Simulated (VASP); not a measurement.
Runs of VASP 6.6.1 on V. The structure is that of space group Im-3m (No. 229), or close to it. The cells are those of the table. 

| task | cell | k mesh | cutoff (eV) | gap on the mesh (eV) | pressure (GPa) |
| --- | --- | --- | --- | --- | --- |
| single point | a = 2.534 Å, angles 109.5°, 1 atom | 20 × 20 × 20 | 500 | none | 0.4 |
| single point | a = 2.534 Å, angles 109.5°, 1 atom | 22 × 22 × 22 | 500 | none | 0.4 |
| single point | a = 2.567 Å, angles 109.5°, 1 atom | 22 × 22 × 22 | 500 | none | (a) |
| single point | a = 2.499 Å, angles 109.5°, 1 atom | 22 × 22 × 22 | 500 | none | 9.9 |
| electric field gradients | a = 2.623 Å, angles 109.5°, 1 atom | 22 × 22 × 22 | 400 | none | -18.9 |

Alike in all rows: level LDA; potentials or basis VASP PAW LDA potentials, release 64 (V_sv); no spin polarisation; smearing gaussian 0.05 eV.

Problem. Estimate the missing entries.

Solution. (a) -7.4.

A gap of «none» marks levels without a gap at the run's occupations.
